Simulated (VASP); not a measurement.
# Sb (Pm-3m) in VASP: further runs

The runs below take Sb through single point, with PBEsol.

Program: VASP 6.6.1. These are calculated values, not measurements. Logs are shortened: lines on timing, memory, paths and dates and some standing lists are left out, and cuts for length are marked.

## 1. The cell of the first run

Symmetry: Pm-3m, No. 221, cubic system. The conventional cell has a = 3.160 Å, b = 3.160 Å, c = 3.160 Å, α = 90.00°, β = 90.00°, γ = 90.00°. Sb (site symmetry m-3m) has 6 Sb at 3.16 Å within 4.2 Å.

This isn't the form of Sb at room conditions, which is rhombohedral.

## 2. Single point, PBEsol

INCAR

```
SYSTEM = Sb
PREC = Accurate
ENCUT = 520
EDIFF = 1E-6
ISMEAR = 0
SIGMA = 0.1
LREAL = .False.
LASPH = .True.
NELM = 60
ALGO = Normal
ISIF = 2
LWAVE = .False.
LCHARG = .False.
GGA = PS
NBANDS = 8
```

KPOINTS

```
regular mesh
0
Gamma
  12 12 12
  0 0 0
```

POSCAR

```
Sb
1.0
    3.1600000000      0.0000000000      0.0000000000
    0.0000000000      3.1600000000      0.0000000000
    0.0000000000      0.0000000000      3.1600000000
Sb
1
Direct
    0.0742911392     -0.0136265823      0.0915316456
```

Potentials or basis: VASP PAW PBE potentials, release 64 (Sb).

Command:

```console
$ cat potpaw_PBE.64/Sb/POTCAR > POTCAR
$ mpirun -np 1 vasp_std > vasp.out
```

OUTCAR:

```text
SYSTEM = Sb
   PREC = Accurate
   ENCUT = 520
   EDIFF = 1E-6
   ISMEAR = 0
   LREAL = .False.
   LASPH = .True.
   NELM = 60
   ISIF = 2
   GGA = PS

 ion  position               nearest neighbor table
   1  0.074  0.986  0.092-

  LATTYP: Found a simple cubic cell.
 ALAT       =     3.1600000000

  Lattice vectors:

 A1 = (   3.1600000000,   0.0000000000,   0.0000000000)
 A2 = (   0.0000000000,   3.1600000000,   0.0000000000)
 A3 = (   0.0000000000,   0.0000000000,   3.1600000000)

Analysis of symmetry for initial positions (statically):
=====================================================================
 Subroutine PRICEL returns:
 Original cell was already a primitive cell.

 Routine SETGRP: Setting up the symmetry group for a
 simple cubic supercell.

 Subroutine GETGRP returns: Found 48 space group operations
 (whereof  1 operations were pure point group operations)
 out of a pool of 48 trial point group operations.

The static configuration has the point symmetry C_1 .
 The point group associated with its full space group is O_h .

Analysis of symmetry for dynamics (positions and initial velocities):
=====================================================================
 Subroutine PRICEL returns:
 Original cell was already a primitive cell.

 Routine SETGRP: Setting up the symmetry group for a
 simple cubic supercell.

 Subroutine GETGRP returns: Found 48 space group operations
 (whereof  1 operations were pure point group operations)
 out of a pool of 48 trial point group operations.

The dynamic configuration has the point symmetry C_1 .
 The point group associated with its full space group is O_h .

 Subroutine INISYM returns: Found 48 space group operations
 (whereof  1 operations are pure point group operations),
 and found     1 'primitive' translations

----------------------------------------------------------------------------------------

                                     Primitive cell

  volume of cell :      31.5545

  direct lattice vectors                    reciprocal lattice vectors
     3.160000000  0.000000000  0.000000000     0.316455696  0.000000000  0.000000000
     0.000000000  3.160000000  0.000000000     0.000000000  0.316455696  0.000000000
     0.000000000  0.000000000  3.160000000     0.000000000  0.000000000  0.316455696

  length of vectors
     3.160000000  3.160000000  3.160000000     0.316455696  0.316455696  0.316455696

  position of ions in fractional coordinates (direct lattice)
     0.074291139  0.986373418  0.091531646

  ion indices of the primitive-cell ions
   primitive index   ion index
                 1           1

----------------------------------------------------------------------------------------

 KPOINTS: regular mesh

Automatic generation of k-mesh.
 Grid dimensions read from file:
 generate k-points for:   12   12   12

 Generating k-lattice:

  Cartesian coordinates                     Fractional coordinates (reciprocal lattice)
     0.026371308  0.000000000  0.000000000     0.083333333  0.000000000  0.000000000
     0.000000000  0.026371308  0.000000000     0.000000000  0.083333333  0.000000000
     0.000000000  0.000000000  0.026371308     0.000000000  0.000000000  0.083333333

  Length of vectors
     0.026371308  0.026371308  0.026371308

  Shift w.r.t. Gamma in fractional coordinates (k-lattice)
     0.000000000  0.000000000  0.000000000

 Subroutine IBZKPT returns following result:
 ===========================================

 Found     84 irreducible k-points:

 Following reciprocal coordinates:
            Coordinates               Weight
  0.000000  0.000000  0.000000      1.000000
  0.083333  0.000000  0.000000      6.000000
  0.166667  0.000000  0.000000      6.000000
  0.250000  0.000000  0.000000      6.000000
  0.333333  0.000000  0.000000      6.000000
  0.416667  0.000000  0.000000      6.000000
[... 16 lines left out ...]
  0.333333  0.333333  0.000000     12.000000
  0.416667  0.333333  0.000000     24.000000
 [... further k-points ...]
   k-points           NKPTS =     84   k-points in BZ     NKDIM =     84   number of bands    NBANDS=      8
   number of dos      NEDOS =    301   number of ions     NIONS =      1
   total plane-waves  NPLWV =  13824
   dimension x,y,z NGX =    24 NGY =   24 NGZ =   24
   dimension x,y,z NGXF=    48 NGYF=   48 NGZF=   48
   ions per type =               1
   NGX,Y,Z   is equivalent  to a cutoff of  12.63, 12.63, 12.63 a.u.
   NGXF,Y,Z  is equivalent  to a cutoff of  25.25, 25.25, 25.25 a.u.
 SYSTEM =  Sb
   PREC   = accura    normal or accurate (medium, high low for compatibility)
   ISTART =      0    job   : 0-new  1-cont  2-samecut
   ICHARG =      2    charge: 1-file 2-atom 10-const
   ISPIN  =      1    spin polarized calculation?
   LNONCOLLINEAR =      F non collinear calculations
   LSORBIT =      F    spin-orbit coupling
   LASPH  =      T    aspherical Exc in radial PAW
   ENCUT  =  520.0 eV  38.22 Ry    6.18 a.u.   5.88  5.88  5.88*2*pi/ulx,y,z
   NELM   =     60;   NELMIN=  2; NELMDL= -5     # of ELM steps
   EDIFF  = 0.1E-05   stopping-criterion for ELM
   LREAL  =      F    real-space projection
   EDIFFG = 0.1E-04   stopping-criterion for IOM
   NSW    =      0    number of steps for IOM
   IBRION =     -1    ionic relax: 0-MD 1-quasi-New 2-CG
   NFREE  =      0    steps in history (QN), initial steepest desc. (CG)
   ISIF   =      2    stress and relaxation
   ISYM   =      2    0-nonsym 1-usesym 2-fastsym
   POTIM  = 0.5000    time-step for ionic-motion
   TEBEG  =    0.0;   TEEND  =   0.0 temperature during run
   PSTRESS=    0.0 pullay stress
   NELECT =       5.0000    total number of electrons
   NUPDOWN=      -1.0000    fix difference up-down
   EMIN   =  10.00;   EMAX   =-10.00  energy-range for DOS
   EFERMI =   0.00;   METHOD = LEGACY
   ISMEAR =     0;   SIGMA  =   0.10  broadening in eV -4-tet -1-fermi 0-gaus
   EFERMI_NEDOS =   21; number of points for ismear=-14 and -15
   IALGO  =     38    algorithm
   IMIX   =      4    mixing-type and parameters
     AMIX     =   0.40;   BMIX     =  1.00
     AMIX_MAG =   1.60;   BMIX_MAG =  1.00
  volume/ion in A,a.u.               =      31.55       212.94
  Fermi-wavevector in a.u.,A,eV,Ry     =   0.885886  1.674081 10.677766  0.784794
  Thomas-Fermi vector in A             =   2.006979
   LORBIT       =      0    0 simple, 1 ext, 2 COOP (PROOUT), +10 PAW based schemes
   GGA     = PS    functional components
   LHFCALC =     F    Hartree Fock is set to
   AEXX    =    0.0000 exact exchange contribution
   IVDW    =     0    specifies the selected vdW correction
   LEPSILON=     F    determine dielectric tensor
   LRPA    =     F    only Hartree local field effects (RPA)
 non-spin polarized calculation
 Gauss-broadening in eV      SIGMA  =   0.10
  energy-cutoff  :      520.00
  volume of cell :       31.55
 maximum number of plane-waves:       876
 NGX is ok and might be reduce to    24
   NGX = 11   NGY = 11   NGZ = 11

 number of electron       4.9999999 magnetization

 Free energy of the ion-electron system (eV)
  ---------------------------------------------------
  ext. energy  EPLUGINS =         0.00000000
  ---------------------------------------------------
  free energy    TOTEN  =        -4.47711618 eV

  energy without entropy =       -4.47267035  energy(sigma->0) =       -4.47489326

 E-fermi :   6.3713     XC(G=0):  -9.5192

 val. band max:        6.3518946780   @ k =   0.4167   0.2500   0.0833
 cond. band min:       6.4003440200   @ k =   0.4167   0.4167   0.3333
 fundamental gap:      0.0484493420
 Fermi energy:         6.3712920414

 k-point     1 :       0.0000    0.0000    0.0000
  band No.  band energies     occupation
      1      -5.6822      2.00000
      2       9.4179      0.00000
      3       9.4179      0.00000
      4       9.4179      0.00000
      5      13.1937      0.00000
      6      13.1937      0.00000
      7      14.0949      0.00000
      8      23.7073      0.00000

 k-point     2 :       0.0833    0.0000    0.0000
  band No.  band energies     occupation
      1      -5.5874      2.00000
      2       8.2837      0.00000
      3       9.5098      0.00000
      4       9.5098      0.00000
      5      13.2718      0.00000
      6      13.7302      0.00000
      7      14.9154      0.00000
      8      22.8010      0.00000

 k-point     3 :       0.1667    0.0000    0.0000
  band No.  band energies     occupation
      1      -5.3072      2.00000
      2       6.3461      1.27795
      3       9.7757      0.00000
      4       9.7757      0.00000
      5      13.5042      0.00000
      6      14.0901      0.00000
      7      17.1364      0.00000
      8      21.3761      0.00000

 k-point     4 :       0.2500    0.0000    0.0000
  band No.  band energies     occupation
      1      -4.8588      2.00000
      2       4.4487      2.00000
      3      10.1820      0.00000
      4      10.1820      0.00000
      5      13.8826      0.00000
      6      14.5405      0.00000
      7      19.4209      0.00000
      8      19.9829      0.00000

 k-point     5 :       0.3333    0.0000    0.0000
  band No.  band energies     occupation
      1      -4.2889      2.00000
      2       2.7973      2.00000
      3      10.6585      0.00000
      4      10.6585      0.00000
      5      14.3821      0.00000
      6      15.1577      0.00000
      7      18.7738      0.00000
      8      18.7738      0.00000

 k-point     6 :       0.4167    0.0000    0.0000
  band No.  band energies     occupation
      1      -3.7248      2.00000
      2       1.5704      2.00000
      3      11.0757      0.00000
      4      11.0758      0.00000
      5      14.9182      0.00000
      6      15.9452      0.00000
      7      17.9081      0.00000
      8      17.9081      0.00000

 k-point     7 :       0.5000    0.0000    0.0000
  band No.  band energies     occupation
      1      -3.4584      2.00000
      2       1.0811      2.00000
      3      11.2498      0.00000
      4      11.2498      0.00000
      5      15.2033      0.00000
      6      16.6584      0.00000
      7      17.3588      0.00000
      8      17.5832      0.00000
[... 133 lines left out ...]
 k-point    20 :       0.3333    0.2500    0.0000
  band No.  band energies     occupation
      1      -3.4586      2.00000
      2       3.5729      2.00000
      3       5.7785      2.00000
      4      11.4287      0.00000
      5      12.9255      0.00000
      6      15.6384      0.00000
      7      19.4002      0.00000
      8      19.7632      0.00000

 k-point    21 :       0.4167    0.2500    0.0000
  band No.  band energies     occupation
      1      -2.8881      2.00000
      2       2.3441      2.00000
      3       6.2631      1.87392
      4      11.8475      0.00000
      5      11.8997      0.00000
      6      16.3056      0.00000
      7      18.5570      0.00000
      8      18.6892      0.00000

 k-point    22 :       0.5000    0.2500    0.0000
  band No.  band energies     occupation
      1      -2.6172      2.00000
      2       1.8508      2.00000
      3       6.4804      0.12269
      4      11.4985      0.00000
      5      12.0222      0.00000
      6      16.7932      0.00000
      7      18.0425      0.00000
      8      18.2392      0.00000

 k-point    23 :       0.3333    0.3333    0.0000
  band No.  band energies     occupation
      1      -2.8796      2.00000
      2       3.9431      2.00000
      3       4.2638      2.00000
      4      11.4908      0.00000
      5      11.9068      0.00000
      6      16.1938      0.00000
      7      19.7148      0.00000
      8      19.9836      0.00000

 k-point    24 :       0.4167    0.3333    0.0000
  band No.  band energies     occupation
      1      -2.3006      2.00000
      2       2.8477      2.00000
      3       4.5950      2.00000
      4      10.4455      0.00000
      5      12.3241      0.00000
      6      16.8800      0.00000
      7      19.0121      0.00000
      8      19.2400      0.00000

 [... further k-points ...]

------------------------ aborting loop because EDIFF is reached ----------------------------------------

  FORCE on cell =-STRESS in cart. coord.  units (eV):
  Direction    XX          YY          ZZ          XY          YZ          ZX
  --------------------------------------------------------------------------------------
  -------------------------------------------------------------------------------------
  Total       -0.9099589     -0.9099589     -0.9099589     -0.0000000      0.0000000      0.0000000
  in kB      -46.2030990    -46.2030990    -46.2030990     -0.0000000      0.0000000      0.0000000
  external PRESSURE =     -46.2030990 kB  Pullay stress =       0.0000000 kB

 VOLUME and BASIS-vectors are now :
 -----------------------------------------------------------------------------
  energy-cutoff  :      520.00
  volume of cell :       31.55
      direct lattice vectors                 reciprocal lattice vectors
     3.160000000  0.000000000  0.000000000     0.316455696  0.000000000  0.000000000
     0.000000000  3.160000000  0.000000000     0.000000000  0.316455696  0.000000000
     0.000000000  0.000000000  3.160000000     0.000000000  0.000000000  0.316455696

 POSITION                                       TOTAL-FORCE (eV/Angst)
 -----------------------------------------------------------------------------------
      0.23476      3.11694      0.28924         0.000000      0.000000      0.000000
 -----------------------------------------------------------------------------------
    total drift:                               -0.000001      0.000002      0.000001

  FREE ENERGIE OF THE ION-ELECTRON SYSTEM (eV)
  ---------------------------------------------------
  free  energy   TOTEN  =        -4.4771161761 eV

  energy  without entropy=       -4.4726703529  energy(sigma->0) =       -4.47489326
```

Run time: 14 s. Hardware: 1 thread of AMD EPYC 7R43 (Zen 3), shared host; peak memory 0.11 GiB.

Results:

* Free energy: -4.4771 eV
* Pressure: -4.6 GPa
* Band gap on the k mesh: zero (an odd number of electrons rules out a gap without spin polarisation)

Levels at points of the mesh, in eV from the Fermi level:
| k point | band 1 | band 2 | band 3 | band 4 | band 5 | band 6 | band 7 |
| --- | --- | --- | --- | --- | --- | --- | --- |
| (0.00, 0.00, 0.00) | -12.05 | 3.05 | 3.05 | 3.05 | 6.82 | 6.82 | 7.72 |
| (0.50, 0.00, 0.00) | -9.83 | -5.29 | 4.88 | 4.88 | 8.83 | 10.29 | 10.99 |
| (0.50, 0.50, 0.00) | -7.50 | -3.36 | -3.36 | 2.25 | 6.71 | 12.37 | 13.00 |
| (0.50, 0.50, 0.50) | -4.93 | -1.57 | -1.57 | -1.57 | 4.82 | 4.82 | 4.82 |

Caveat: the cell stands under tension; the PAW data sets were made with another functional, which shifts forces and pressure a little; spin-orbit coupling is left out, which moves the levels of the heavy elements.

## 3. Single point, PBEsol (strained)

INCAR

```
PREC = Accurate
ENCUT = 520
EDIFF = 1E-6
ISMEAR = 0
SIGMA = 0.1
LREAL = F
LASPH = T
NELM = 80
ALGO = Normal
ISIF = 2
LWAVE = F
LCHARG = F
GGA = PS
NBANDS = 8
```

KPOINTS

```
regular mesh
0
Gamma
  14 14 14
```

POSCAR

```
Sb
1.0
    3.0721836000      0.0000000000      0.0000000000
    0.0000000000      3.0721836000      0.0000000000
    0.0000000000      0.0000000000      3.0721836000
Sb
1
Direct
    0.0000000000      0.0000000000      0.0000000000
```

Potentials or basis: VASP PAW PBE potentials, release 64 (Sb).

Command:

```console
$ cat potpaw_PBE.64/Sb/POTCAR > POTCAR
$ mpirun -np 1 vasp_std > vasp.out
```

It took 17 s on 1 thread of AMD EPYC 7R43 (Zen 3), shared host; peak memory 0.12 GiB.

It converged, with:

```
Free energy            : -4.5369 eV
Pressure               : -0.5 GPa
Band gap on the k mesh : zero (an odd number of electrons rules out a gap without spin polarisation)
```

Levels at points of the mesh, in eV from the Fermi level:
| k point | band 1 | band 2 | band 3 | band 4 | band 5 | band 6 | band 7 | band 8 |
| --- | --- | --- | --- | --- | --- | --- | --- | --- |
| (0.00, 0.00, 0.00) | -12.56 | 3.39 | 3.39 | 3.39 | 7.04 | 7.04 | 8.37 | 17.95 |
| (0.50, 0.00, 0.00) | -10.03 | -5.74 | 5.50 | 5.50 | 9.20 | 10.66 | 11.55 | 11.60 |
| (0.50, 0.50, 0.00) | -7.34 | -3.61 | -3.61 | 2.07 | 7.65 | 13.19 | 13.39 | 13.39 |
| (0.50, 0.50, 0.50) | -4.32 | -1.60 | -1.60 | -1.60 | 4.83 | 4.83 | 4.83 | 6.82 |

Caveat: the cell differs from its parent crystal (strained); the PAW data sets were made with another functional, which shifts forces and pressure a little; spin-orbit coupling is left out, which moves the levels of the heavy elements.

## 4. Single point, PBEsol (strained)

INCAR

```
PREC = Accurate
ENCUT = 520
EDIFF = 1E-7
ISMEAR = 0
SIGMA = 0.1
LREAL = F
LASPH = T
NELM = 80
ALGO = Normal
ISIF = 2
LWAVE = F
LCHARG = T
GGA = PS
LELF = T
LVHAR = T
NBANDS = 8
```

KPOINTS

```
Automatic mesh
0
Gamma
  14 14 14
```

POSCAR

```
Sb
1.0
    3.0730052000      0.0000000000      0.0000000000
    0.0000000000      3.0730052000      0.0000000000
    0.0000000000      0.0000000000      3.0730052000
Sb
1
Direct
    0.0000000000      0.0000000000      0.0000000000
```

Command:

```console
$ cat potpaw_PBE.64/Sb/POTCAR > POTCAR
$ mpirun -np 1 vasp_std > vasp.out
```

Run time: 22 s. Hardware: 1 thread of AMD EPYC 7R43 (Zen 3), shared host; peak memory 0.11 GiB.

It converged, with:

- Free energy: -4.5368 eV
- Pressure: -0.6 GPa
- Band gap on the k mesh: zero (an odd number of electrons rules out a gap without spin polarisation)

Levels at points of the mesh, in eV from the Fermi level:
| k point | band 1 | band 2 | band 3 | band 4 | band 5 | band 6 | band 7 |
| --- | --- | --- | --- | --- | --- | --- | --- |
| (0.00, 0.00, 0.00) | -12.56 | 3.39 | 3.39 | 3.39 | 7.04 | 7.04 | 8.37 |
| (0.50, 0.00, 0.00) | -10.03 | -5.73 | 5.49 | 5.49 | 9.20 | 10.65 | 11.55 |
| (0.50, 0.50, 0.00) | -7.34 | -3.60 | -3.60 | 2.08 | 7.65 | 13.18 | 13.39 |
| (0.50, 0.50, 0.50) | -4.32 | -1.60 | -1.60 | -1.60 | 4.83 | 4.83 | 4.83 |

Caveat: the cell differs from its parent crystal (strained); the PAW data sets were made with another functional, which shifts forces and pressure a little; spin-orbit coupling is left out, which moves the levels of the heavy elements.

## 5. The runs side by side

```csv
cell,k mesh,gap on the mesh (eV),pressure (GPa)
"a = 3.160 Å, 1 atom",12 × 12 × 12,none,-4.6
"a = 3.072 Å, 1 atom",14 × 14 × 14,none,-0.5
"a = 3.073 Å, 1 atom",14 × 14 × 14,none,-0.6
```

Alike in all rows: task single point; level PBEsol; potentials or basis VASP PAW PBE potentials, release 64 (Sb); no spin polarisation; cutoff (eV) 520; smearing gaussian 0.1 eV.

Caveats: the PAW data sets were made with another functional, which shifts forces and pressure a little; spin-orbit coupling is left out, which moves the levels of the heavy elements; the cell stands under tension (at least some runs).

Total energies depend on the potentials used, so only differences within one code and one set of settings carry meaning.
